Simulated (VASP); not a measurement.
Write the native input for VASP 6.6.1 that does the following.

```
Task                   : single point
Functional             : LDA
Potentials or basis    : VASP PAW LDA potentials, release 64 (Zn, S)
Cutoff                 : 520 eV
k mesh                 : 9 × 9 × 6
Occupations            : gaussian, width 0.01 eV
Spin                   : no spin polarisation
Dipole correction      : no
Further INCAR settings : ALGO = Normal; EDIFF = 1e-06; NBANDS = 26
```

The structure of ZnS (ldaat) lies in POSCAR:

```
ZnS
1.0
    3.7822379936      0.0000000000      0.0000000000
   -1.8911189968      3.2755141856      0.0000000000
    0.0000000000      0.0000000000      6.2081825480
Zn S
2 2
Direct
    0.3333333333      0.6666666667     -0.0562062353
    0.6666666667      0.3333333333      0.4437937647
    0.3333333333      0.6666666667      0.4312062353
    0.6666666667      0.3333333333      0.9312062353
```

The input as run:

INCAR

```
SYSTEM = ZnS
PREC = Accurate
ENCUT = 520
EDIFF = 1E-6
ISMEAR = 0
SIGMA = 0.01
LREAL = .FALSE.
LASPH = .TRUE.
NELM = 60
ALGO = Normal
ISIF = 2
LWAVE = .FALSE.
LCHARG = .TRUE.
LELF = .TRUE.
LVHAR = .TRUE.
NBANDS = 26
```

KPOINTS

```
regular mesh
0
G
  9 9 6
  0 0 0
```

Potentials or basis: VASP PAW LDA potentials, release 64 (Zn, S).

Command:

```bash
$ cat potpaw_LDA.64/Zn/POTCAR potpaw_LDA.64/S/POTCAR > POTCAR
$ mpirun -np 1 vasp_std > vasp.out
```

Results of the run:

- Pressure: 3.2 GPa
- Largest force: 0.216 eV/Å
- Band gap on the k mesh: 2.42 eV, indirect (least direct gap 2.44 eV)

It took 51 s on 1 thread of Intel(R) Xeon(R) Platinum 8488C (Sapphire Rapids), with other jobs on the host, peak memory 0.21 GiB.
